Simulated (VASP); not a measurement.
Here is a VASP 6.6.1 calculation.

The input INCAR:

```
SYSTEM = Be24NO
  PREC = Accurate
  ENCUT = 520
  EDIFF = 1E-6
  ISMEAR = 0
  SIGMA = 0.1
  LREAL = .FALSE.
  LASPH = .TRUE.
  NELM = 200
  ALGO = Normal
  ISIF = 2
  LWAVE = .FALSE.
  LCHARG = .FALSE.
  ISPIN = 2
  MAGMOM = 0 0 0 0 0 0 0 0 0 0 0 0 0 0 0 0 0 0 0 0 0 0 0 0 1 0
  LORBIT = 11
  LDIPOL = .TRUE.
  IDIPOL = 3
  DIPOL = 0.5 0.5 0.292
  GGA = PE
  NBANDS = 52
  GGA_COMPAT = .FALSE.
  NELMDL = -8
  KPAR = 4
```

Contents of KPOINTS:

```
Automatic mesh
0
G
  6 4 1
  0 0 0
```

The input POSCAR:

```
Be24NO
1.0
    4.5254381411      0.0000000000      0.0000000000
    0.0000000000      7.1336190820      0.0000000000
    0.0000000000      0.0000000000     22.3685529248
Be N O
24 1 1
Direct
    0.0000000000      0.3750000000      0.1788224752
    0.0000000000      0.8750000000      0.1788224752
    0.5000000000      0.3750000000      0.1788224752
    0.5000000000      0.8750000000      0.1788224752
    0.2500000000      0.1250000000      0.2080237711
    0.2500000000      0.6250000000      0.2080237711
    0.7500000000      0.1250000000      0.2080237711
    0.7500000000      0.6250000000      0.2080237711
    0.2500000000      0.3750000000      0.2664263628
    0.2500000000      0.8750000000      0.2664263628
    0.7500000000      0.3750000000      0.2664263628
    0.7500000000      0.8750000000      0.2664263628
    0.0000000000      0.1250000000      0.2903069137
    0.0000000000      0.6250000000      0.2903069137
    0.5000000000      0.1250000000      0.2903069137
    0.5000000000      0.6250000000      0.2903069137
    0.0000000000      0.3750000000      0.3546814205
    0.0000000000      0.8750000000      0.3546814205
    0.5000000000      0.3750000000      0.3546814205
    0.5000000000      0.8750000000      0.3546814205
    0.2500000000      0.1250000000      0.3741213369
    0.2500000000      0.6250000000      0.3741213369
    0.7500000000      0.1250000000      0.3741213369
    0.7500000000      0.6250000000      0.3741213369
    0.7500000000      0.4583333333      0.4447562146
    0.8896786100      0.5980119434      0.4447562146
```

Potentials or basis: VASP PAW PBE potentials, release 64 (Be, N, O).

The run is started by

```bash
$ cat potpaw_PBE.64/Be/POTCAR potpaw_PBE.64/N/POTCAR potpaw_PBE.64/O/POTCAR > POTCAR
$ mpirun -np 4 vasp_std > vasp.out
```

Task: Estimate the site moments.

Result: Be -0.01, -0.00, +0.00 (each value once); N +0.20; O +0.10 μB.

Task: What does it give for the net moment?

Result: 0.34 μB per cell.

Task: Predict the largest force.

Result: 6.598 eV/Å.

Forces in eV/Å, atoms in the order of the input:
```
Be   0.012 -0.023  0.497
Be   0.057 -0.026  0.485
Be  -0.021 -0.023  0.518
Be  -0.072  0.094  0.514
Be   0.000  0.003 -0.735
Be  -0.006 -0.018 -0.769
Be  -0.011  0.027 -0.660
Be  -0.030 -0.059 -0.597
Be   0.089 -0.007 -0.046
Be  -0.017  0.005  0.180
Be  -0.001 -0.060  0.013
Be  -0.001  0.057  0.028
Be   0.023  0.047 -0.026
Be  -0.041 -0.095  0.491
Be  -0.002 -0.028  0.119
Be  -0.038  0.020 -0.005
Be   0.381 -0.682 -0.508
Be   0.083  0.322 -0.347
Be  -0.161  0.143  0.238
Be  -0.160  0.026 -0.064
Be  -0.104  0.010  0.056
Be   0.122  0.104 -0.296
Be   0.180 -0.219  0.056
Be  -0.099  0.136  0.340
N   -3.813 -5.109 -0.771
O    3.630  5.357  1.288
```

Caveat: the standard files for N, O and F lose accuracy on very short bonds.
